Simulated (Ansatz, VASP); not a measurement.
## H2Se: VASP beside Ansatz

INCAR

```
SYSTEM = H2Se
  ALGO = Normal
  EDIFF = 1E-7
  EDIFFG = -0.01
  ENCUT = 600
  GGA = PE
  IBRION = 2
  ISIF = 3
  ISMEAR = 0
  LASPH = .True.
  LCHARG = .False.
  LREAL = .False.
  LWAVE = .False.
  NELM = 100
  NSW = 100
  PREC = Accurate
  SIGMA = 0.02
```

KPOINTS

```
k-points
0
Gamma
  6 6 4
  0 0 0
```

The input POSCAR:

```
H2Se
1.0
    3.4093991282     -3.5987413590      0.0000000000
    3.4093991282      3.5987413590      0.0000000000
    0.0000000000      0.0000000000      5.9052244037
H Se
4 2
Direct
    0.2418171856      0.4494429211      0.2500000000
    0.5505570789      0.7581828144      0.2500000000
    0.4494429211      0.2418171856      0.7500000000
    0.7581828144      0.5505570789      0.7500000000
    0.7480225523      0.2519774477      0.7500000000
    0.2519774477      0.7480225523      0.2500000000
```

Input for Ansatz:

```yaml
crystal:
  lattice:
    - [3.4094038793, -3.598738003, 0.0]
    - [3.4094038793, 3.598738003, 0.0]
    - [0.0, 0.0, 5.9052263488]
  atoms:
    - { symbol: H, position: [0.2418174529, 0.4494431025, 0.25] }
    - { symbol: H, position: [0.5505568975, 0.7581825471, 0.25] }
    - { symbol: H, position: [0.4494431025, 0.2418174529, 0.75] }
    - { symbol: H, position: [0.7581825471, 0.5505568975, 0.75] }
    - { symbol: Se, position: [0.7480226554, 0.2519773446, 0.75] }
    - { symbol: Se, position: [0.2519773446, 0.7480226554, 0.25] }
basis:
  ecutwfc: 420
kpoints:
  mp_grid: { grid: [6, 6, 4] }
hamiltonian:
  xc: pbe
scf:
  occupations: { method: gaussian, width: 0.02 }
output:
  forces: true
  stress: true
  eigenvalues: true
relax:
  adjacent_minimum: "off"
  f_tol: 0.01
  max_steps: 80
  cell: { stress_tol: 0.05 }
```

Alike in both runs: task relaxation of cell and atoms; functional PBE; k mesh 6 × 6 × 4; occupations gaussian, width 0.02 eV; no spin polarisation.

|  | VASP | Ansatz |
| --- | --- | --- |
| version | VASP 6.6.1 | Ansatz 0.2.0 |
| potentials or method | VASP PAW PBE potentials, release 64 (H, Se), cutoff 600 eV | scalar-relativistic, plane waves, PAW |
| valence electrons in the cell | 16 | 36 |

|  | VASP | Ansatz | Ansatz less VASP |
| --- | --- | --- | --- |
| gap on the k mesh at the Fermi level, each at its own relaxed structure (eV) | 2.81 | 2.78 | -0.028 |
| relaxed volume (Å³/atom) | 25.78 | 24.95 | -0.830 |
| relaxed cell length with the largest relative difference (Å) | 5.843 | 5.775 | -0.0686 |

VASP's potentials hold 16 valence electrons a cell and Ansatz's 36, so a difference there can come from the potentials and not from the codes.
